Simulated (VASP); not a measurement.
# Al4SiPd (R-3m) in VASP: single point with LDA

Aim: the single point of Al4SiPd with LDA.

Program: VASP 6.6.1. These are calculated values, not measurements. Logs are shortened: lines on timing, memory, paths and dates and some standing lists are left out, and cuts for length are marked.

### 1 The cell of the first run

Symmetry: R-3m, No. 166, trigonal system. Conventional cell: a = 4.245 Å, b = 4.245 Å, c = 20.680 Å, α = 90.00°, β = 90.00°, γ = 120.00°. Al (site symmetry 3m) has 3 Pd at 2.57 Å and 1 Si at 2.68 Å and 6 Al at 2.89 to 2.99 Å within 3.4 Å. Within 3.3 Å of Al (site symmetry 3m) lie 1 Pd at 2.49 Å and 3 Si at 2.63 Å and 6 Al at 2.99 to 3.12 Å. Within 3.5 Å of Si (site symmetry -3m) lie 8 Al at 2.63 to 2.68 Å. Pd (site symmetry -3m) has 8 Al at 2.49 to 2.57 Å within 3.3 Å.

### 2 Single point, LDA

File INCAR:

```
SYSTEM = Al4SiPd
  PREC = Accurate
  ENCUT = 500
  EDIFF = 1E-6
  ISMEAR = 1
  SIGMA = 0.05
  LREAL = .FALSE.
  LASPH = .TRUE.
  NELM = 120
  ALGO = Normal
  ISIF = 2
  LWAVE = .FALSE.
  LCHARG = .FALSE.
  GGA = CA
  NBANDS = 22
  GGA_COMPAT = .FALSE.
```

File KPOINTS:

```
Automatic mesh
0
G
  7 7 7
  0 0 0
```

File POSCAR:

```
Al4SiPd
1.0
    2.1224299800      1.2253855200      6.8934317100
   -2.1224299800      1.2253855200      6.8934317100
    0.0000000000     -2.4507710400      6.8934317100
Al Si Pd
4 1 1
Direct
    0.6296239995      0.6296239995      0.6296239995
    0.1201669998      0.1201669998      0.1201669998
    0.8798329993      0.8798329993      0.8798329993
    0.3703759996      0.3703759996      0.3703759996
    0.4999999998      0.4999999998      0.4999999998
    0.0000000000      0.0000000000      0.0000000000
```

Potentials or basis: VASP PAW LDA potentials, release 64 (Al, Si, Pd).

The run is started by

```sh
cat potpaw_LDA.64/Al/POTCAR potpaw_LDA.64/Si/POTCAR potpaw_LDA.64/Pd/POTCAR > POTCAR
mpirun -np 1 vasp_std > vasp.out
```

OUTCAR:

```text
SYSTEM = Al4SiPd
   PREC = Accurate
   ENCUT = 500
   EDIFF = 1E-6
   ISMEAR = 1
   LREAL = .FALSE.
   LASPH = .TRUE.
   NELM = 120
   ISIF = 2
   GGA = CA

 ion  position               nearest neighbor table
   1  0.630  0.630  0.630-   6 2.57   6 2.57   6 2.57   5 2.68   4 2.89   4 2.89   4 2.89   3 2.99
                             3 2.99   3 2.99
   2  0.120  0.120  0.120-   6 2.49   5 2.63   5 2.63   5 2.63   4 2.99   4 2.99   4 2.99   3 3.12
                             3 3.12   3 3.12
   3  0.880  0.880  0.880-   6 2.49   5 2.63   5 2.63   5 2.63   1 2.99   1 2.99   1 2.99   2 3.12
                             2 3.12   2 3.12
   4  0.370  0.370  0.370-   6 2.57   6 2.57   6 2.57   5 2.68   1 2.89   1 2.89   1 2.89   2 2.99
                             2 2.99   2 2.99
   5  0.500  0.500  0.500-   3 2.63   3 2.63   3 2.63   2 2.63   2 2.63   2 2.63   1 2.68   4 2.68

   6  0.000  0.000  0.000-   2 2.49   3 2.49   4 2.57   4 2.57   4 2.57   1 2.57   1 2.57   1 2.57

  LATTYP: Found a trigonal (rhomboedric) cell.
 ALAT       =     7.3161246185
 COS(alpha) =     0.8316804545

  Lattice vectors:

 A1 = (   2.1224299800,   1.2253855200,   6.8934317100)
 A2 = (  -2.1224299800,   1.2253855200,   6.8934317100)
 A3 = (   0.0000000000,  -2.4507710400,   6.8934317100)

Analysis of symmetry for initial positions (statically):
=====================================================================
 Subroutine PRICEL returns:
 Original cell was already a primitive cell.

 Routine SETGRP: Setting up the symmetry group for a
 trigonal (rhombohedral) supercell.

 Subroutine GETGRP returns: Found 12 space group operations
 (whereof 12 operations were pure point group operations)
 out of a pool of 12 trial point group operations.

The static configuration has the point symmetry D_3d.

Analysis of symmetry for dynamics (positions and initial velocities):
=====================================================================
 Subroutine PRICEL returns:
 Original cell was already a primitive cell.

 Routine SETGRP: Setting up the symmetry group for a
 trigonal (rhombohedral) supercell.

 Subroutine GETGRP returns: Found 12 space group operations
 (whereof 12 operations were pure point group operations)
 out of a pool of 12 trial point group operations.

The dynamic configuration has the point symmetry D_3d.

 Subroutine INISYM returns: Found 12 space group operations
 (whereof 12 operations are pure point group operations),
 and found     1 'primitive' translations

----------------------------------------------------------------------------------------

                                     Primitive cell

  volume of cell :     107.5704

  direct lattice vectors                    reciprocal lattice vectors
     2.122429980  1.225385520  6.893431710     0.235579032  0.136011618  0.048355209
    -2.122429980  1.225385520  6.893431710    -0.235579032  0.136011618  0.048355209
     0.000000000 -2.450771040  6.893431710     0.000000000 -0.272023235  0.048355209

  length of vectors
     7.316124618  7.316124618  7.316124618     0.276287652  0.276287652  0.276287652

  position of ions in fractional coordinates (direct lattice)
     0.629623999  0.629623999  0.629623999
     0.120167000  0.120167000  0.120167000
     0.879832999  0.879832999  0.879832999
     0.370376000  0.370376000  0.370376000
     0.500000000  0.500000000  0.500000000
     0.000000000  0.000000000  0.000000000

  ion indices of the primitive-cell ions
   primitive index   ion index
                 1           1
                 2           2
                 3           3
                 4           4
                 5           5
                 6           6

----------------------------------------------------------------------------------------

 KPOINTS: Automatic mesh

Automatic generation of k-mesh.
 Grid dimensions read from file:
 generate k-points for:    7    7    7

 Generating k-lattice:

  Cartesian coordinates                     Fractional coordinates (reciprocal lattice)
     0.033654147  0.019430231  0.006907887     0.142857143 -0.000000000  0.000000000
    -0.033654147  0.019430231  0.006907887    -0.000000000  0.142857143  0.000000000
     0.000000000 -0.038860462  0.006907887     0.000000000  0.000000000  0.142857143

  Length of vectors
     0.039469665  0.039469665  0.039469665

  Shift w.r.t. Gamma in fractional coordinates (k-lattice)
     0.000000000  0.000000000  0.000000000

 Subroutine IBZKPT returns following result:
 ===========================================

 Found     44 irreducible k-points:

 Following reciprocal coordinates:
            Coordinates               Weight
  0.000000  0.000000  0.000000      1.000000
  0.142857  0.000000  0.000000      6.000000
  0.285714  0.000000  0.000000      6.000000
  0.428571  0.000000  0.000000      6.000000
  0.142857  0.142857  0.000000      6.000000
  0.285714  0.142857  0.000000     12.000000
[... 16 lines left out ...]
  0.285714  0.285714  0.142857      6.000000
  0.428571  0.285714  0.142857     12.000000
 [... further k-points ...]
   k-points           NKPTS =     44   k-points in BZ     NKDIM =     44   number of bands    NBANDS=     22
   number of dos      NEDOS =    301   number of ions     NIONS =      6
   total plane-waves  NPLWV = 157464
   dimension x,y,z NGX =    54 NGY =   54 NGZ =   54
   dimension x,y,z NGXF=   108 NGYF=  108 NGZF=  108
   ions per type =               4   1   1
   NGX,Y,Z   is equivalent  to a cutoff of  12.27, 12.27, 12.27 a.u.
   NGXF,Y,Z  is equivalent  to a cutoff of  24.54, 24.54, 24.54 a.u.
 SYSTEM =  Al4SiPd
   PREC   = accura    normal or accurate (medium, high low for compatibility)
   ISTART =      0    job   : 0-new  1-cont  2-samecut
   ICHARG =      2    charge: 1-file 2-atom 10-const
   ISPIN  =      1    spin polarized calculation?
   LNONCOLLINEAR =      F non collinear calculations
   LSORBIT =      F    spin-orbit coupling
   LASPH  =      T    aspherical Exc in radial PAW
   ENCUT  =  500.0 eV  36.75 Ry    6.06 a.u.  13.34 13.34 13.34*2*pi/ulx,y,z
   NELM   =    120;   NELMIN=  2; NELMDL= -5     # of ELM steps
   EDIFF  = 0.1E-05   stopping-criterion for ELM
   LREAL  =      F    real-space projection
   EDIFFG = 0.1E-04   stopping-criterion for IOM
   NSW    =      0    number of steps for IOM
   IBRION =     -1    ionic relax: 0-MD 1-quasi-New 2-CG
   NFREE  =      0    steps in history (QN), initial steepest desc. (CG)
   ISIF   =      2    stress and relaxation
   ISYM   =      2    0-nonsym 1-usesym 2-fastsym
   POTIM  = 0.5000    time-step for ionic-motion
   TEBEG  =    0.0;   TEEND  =   0.0 temperature during run
   PSTRESS=    0.0 pullay stress
   NELECT =      26.0000    total number of electrons
   NUPDOWN=      -1.0000    fix difference up-down
   EMIN   =  10.00;   EMAX   =-10.00  energy-range for DOS
   EFERMI =   0.00;   METHOD = LEGACY
   ISMEAR =     1;   SIGMA  =   0.05  broadening in eV -4-tet -1-fermi 0-gaus
   EFERMI_NEDOS =   21; number of points for ismear=-14 and -15
   IALGO  =     38    algorithm
   IMIX   =      4    mixing-type and parameters
     AMIX     =   0.40;   BMIX     =  1.00
     AMIX_MAG =   1.60;   BMIX_MAG =  1.00
  volume/ion in A,a.u.               =      17.93       120.99
  Fermi-wavevector in a.u.,A,eV,Ry     =   1.019769  1.927083 14.149081  1.039928
  Thomas-Fermi vector in A             =   2.153301
   LORBIT       =      0    0 simple, 1 ext, 2 COOP (PROOUT), +10 PAW based schemes
   GGA     = CA    functional components
   LHFCALC =     F    Hartree Fock is set to
   AEXX    =    0.0000 exact exchange contribution
   IVDW    =     0    specifies the selected vdW correction
   LEPSILON=     F    determine dielectric tensor
   LRPA    =     F    only Hartree local field effects (RPA)
 non-spin polarized calculation
 Methfessel and Paxton  Order N= 1 SIGMA  =   0.05
  energy-cutoff  :      500.00
  volume of cell :      107.57
 maximum number of plane-waves:      2761
 NGX is ok and might be reduce to    54
   NGX = 27   NGY = 27   NGZ = 27

 number of electron      26.0000000 magnetization

 Free energy of the ion-electron system (eV)
  ---------------------------------------------------
  ext. energy  EPLUGINS =         0.00000000
  ---------------------------------------------------
  free energy    TOTEN  =       -31.13370863 eV

  energy without entropy =      -31.13304104  energy(sigma->0) =      -31.13348610

 E-fermi :   7.1416     XC(G=0): -10.2915

 val. band max:        7.1338354240   @ k =  -0.1429   0.1429   0.1429
 cond. band min:       7.2537269840   @ k =  -0.4286   0.4286   0.1429
 fundamental gap:      0.1198915600
 Fermi energy:         7.1416308705

 k-point     1 :       0.0000    0.0000    0.0000
  band No.  band energies     occupation
      1      -3.8735      2.00000
      2      -0.8037      2.00000
      3       0.2673      2.00000
      4       2.2777      2.00000
      5       2.2976      2.00000
      6       2.2976      2.00000
[... 14 lines left out ...]
     21      10.5316      0.00000
     22      12.9426      0.00000

 k-point     2 :       0.1429    0.0000    0.0000
  band No.  band energies     occupation
      1      -3.6673      2.00000
      2      -0.6242      2.00000
      3       0.4579      2.00000
      4       2.2061      2.00000
      5       2.2552      2.00000
      6       2.3885      2.00000
[... 14 lines left out ...]
     21      11.3232      0.00000
     22      12.3305      0.00000

 k-point     3 :       0.2857    0.0000    0.0000
  band No.  band energies     occupation
      1      -3.0705      2.00000
      2      -0.1609      2.00000
      3       0.9498      2.00000
      4       1.5200      2.00000
      5       2.0881      2.00000
      6       2.5590      2.00000
[... 14 lines left out ...]
     21      12.5901      0.00000
     22      12.7936      0.00000

 k-point     4 :       0.4286    0.0000    0.0000
  band No.  band energies     occupation
      1      -2.2327      2.00000
      2      -0.2258      2.00000
      3       0.6956      2.00000
      4       1.5874      2.00000
      5       2.0403      2.00000
      6       2.5933      2.00000
[... 14 lines left out ...]
     21      13.3669      0.00000
     22      13.6019      0.00000

 k-point     5 :       0.1429    0.1429    0.0000
  band No.  band energies     occupation
      1      -3.6553      2.00000
      2      -0.7479      2.00000
      3       0.5938      2.00000
      4       2.1994      2.00000
      5       2.2957      2.00000
      6       2.3914      2.00000
[... 14 lines left out ...]
     21      11.6393      0.00000
     22      12.2159      0.00000

 k-point     6 :       0.2857    0.1429    0.0000
  band No.  band energies     occupation
      1      -3.2436      2.00000
      2      -0.4838      2.00000
      3       0.9993      2.00000
      4       2.0095      2.00000
      5       2.0900      2.00000
      6       2.5119      2.00000
[... 14 lines left out ...]
     21      11.7883      0.00000
     22      12.5479      0.00000

 k-point     7 :       0.4286    0.1429    0.0000
  band No.  band energies     occupation
      1      -2.4979      2.00000
      2      -0.0314      2.00000
      3       0.8733      2.00000
      4       1.5458      2.00000
      5       2.0027      2.00000
      6       2.3950      2.00000
[... 324 lines left out ...]
      6       2.5966      2.00000
[... 14 lines left out ...]
     21      13.5277      0.00000
     22      13.7259      0.00000

 k-point    21 :      -0.2857    0.1429    0.1429
  band No.  band energies     occupation
      1      -2.2667      2.00000
      2      -0.0265      2.00000
      3       0.8382      2.00000
      4       1.2298      2.00000
      5       2.1461      2.00000
      6       2.3976      2.00000
[... 14 lines left out ...]
     21      12.9765      0.00000
     22      13.5745      0.00000

 k-point    22 :      -0.1429    0.1429    0.1429
  band No.  band energies     occupation
      1      -3.0854      2.00000
      2       0.0505      2.00000
      3       0.7441      2.00000
      4       1.5379      2.00000
      5       2.1134      2.00000
      6       2.5028      2.00000
[... 14 lines left out ...]
     21      11.7198      0.00000
     22      12.0622      0.00000

 k-point    23 :       0.2857    0.2857    0.1429
  band No.  band energies     occupation
      1      -3.5774      2.00000
      2      -1.2388      2.00000
      3       1.1213      2.00000
      4       2.1485      2.00000
      5       2.3851      2.00000
      6       2.5871      2.00000
[... 14 lines left out ...]
     21      11.7003      0.00000
     22      12.0495      0.00000

 k-point    24 :       0.4286    0.2857    0.1429
  band No.  band energies     occupation
      1      -3.1578      2.00000
      2      -0.9571      2.00000
      3       1.4082      2.00000
      4       1.9483      2.00000
      5       2.3587      2.00000
      6       2.5068      2.00000
[... 14 lines left out ...]
     21      12.0317      0.00000
     22      12.4172      0.00000

 [... further k-points ...]
[... 5 lines left out ...]
  --------------------------------------------------------------------------------------
  -------------------------------------------------------------------------------------
  Total       -3.0359902     -3.0359902     -3.0324818     -0.0000000     -0.0000000      0.0000000
  in kB      -45.2187027    -45.2187026    -45.1664488     -0.0000000     -0.0000000      0.0000000
  external PRESSURE =     -45.2012847 kB  Pullay stress =       0.0000000 kB

 VOLUME and BASIS-vectors are now :
 -----------------------------------------------------------------------------
  energy-cutoff  :      500.00
  volume of cell :      107.57
      direct lattice vectors                 reciprocal lattice vectors
     2.122429980  1.225385520  6.893431710     0.235579032  0.136011618  0.048355209
    -2.122429980  1.225385520  6.893431710    -0.235579032  0.136011618  0.048355209
     0.000000000 -2.450771040  6.893431710     0.000000000 -0.272023235  0.048355209

 POSITION                                       TOTAL-FORCE (eV/Angst)
 -----------------------------------------------------------------------------------
      0.00000      0.00000     13.02081         0.000000      0.000000      0.219612
      0.00000      0.00000      2.48509         0.000000     -0.000000     -0.204458
      0.00000      0.00000     18.19521         0.000000      0.000000      0.204458
      0.00000      0.00000      7.65948         0.000000     -0.000000     -0.219612
      0.00000      0.00000     10.34015         0.000000     -0.000000     -0.000000
      0.00000      0.00000      0.00000         0.000000     -0.000000     -0.000000
 -----------------------------------------------------------------------------------
    total drift:                               -0.000000      0.000000     -0.000001

  FREE ENERGIE OF THE ION-ELECTRON SYSTEM (eV)
  ---------------------------------------------------
  free  energy   TOTEN  =       -31.1337086311 eV

  energy  without entropy=      -31.1330410417  energy(sigma->0) =      -31.13348610
```

Run time: 1.8 min. Hardware: 1 thread of Intel Xeon 6975P-C (Granite Rapids), shared host; peak memory 0.35 GiB.

What came out:

```yaml
Free_energy: -31.1337 eV
Pressure: -4.5 GPa
Largest_force: 0.220 eV/Å
Band_gap_on_the_k_mesh: zero (band 13 reaches 7.95 eV, above the bottom of band 14 at 6.12 eV)
```

Forces on the atoms (eV/Å):
```
Al   0.000  0.000  0.220
Al   0.000  0.000 -0.204
Al   0.000  0.000  0.204
Al   0.000  0.000 -0.220
Si   0.000  0.000  0.000
Pd   0.000  0.000  0.000
```
